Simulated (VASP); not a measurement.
Here is a VASP 6.6.1 calculation.

The input INCAR:

```
SYSTEM = MgO
ALGO     = Normal         ! electronic algorithm
EDIFF    = 1E-6           ! SCF threshold, eV
ENCUT    = 600            ! plane-wave cutoff, eV
GGA_COMPAT= .False.      
ISIF     = 2              ! what is computed and relaxed
ISMEAR   = 0              ! smearing method
LASPH    = .True.         ! aspherical terms in the spheres
LCHARG   = .True.         ! write CHGCAR
LELF     = .True.         ! ELF
LREAL    = .False.        ! projectors in reciprocal space
LVHAR    = .True.       
LWAVE    = .False.        ! write WAVECAR
NBANDS   = 11             ! bands
NELM     = 120            ! most SCF steps
PREC     = Accurate       ! precision mode
SIGMA    = 0.01           ! smearing width, eV
```

The input KPOINTS:

```
k-points
0
Gamma
  10 10 10
  0 0 0
```

Contents of POSCAR:

```
MgO
1.0
    0.0000000000      2.0146314409      2.0146314409
    2.0146314409      0.0000000000      2.0146314409
    2.0146314409      2.0146314409      0.0000000000
Mg O
1 1
Direct
    0.0000000000      0.0000000000      0.0000000000
    0.5000000000      0.5000000000      0.5000000000
```

Potentials or basis: VASP PAW LDA potentials, release 64 (Mg, O).

The run is started by

```bash
$ cat potpaw_LDA.64/Mg/POTCAR potpaw_LDA.64/O/POTCAR > POTCAR
$ mpirun -np 1 vasp_std > vasp.out
```

Task: Predict the pressure.

Result: 18.0 GPa.

Task: What does it give for the band gap on the k mesh?

Result: 6.07 eV, direct.
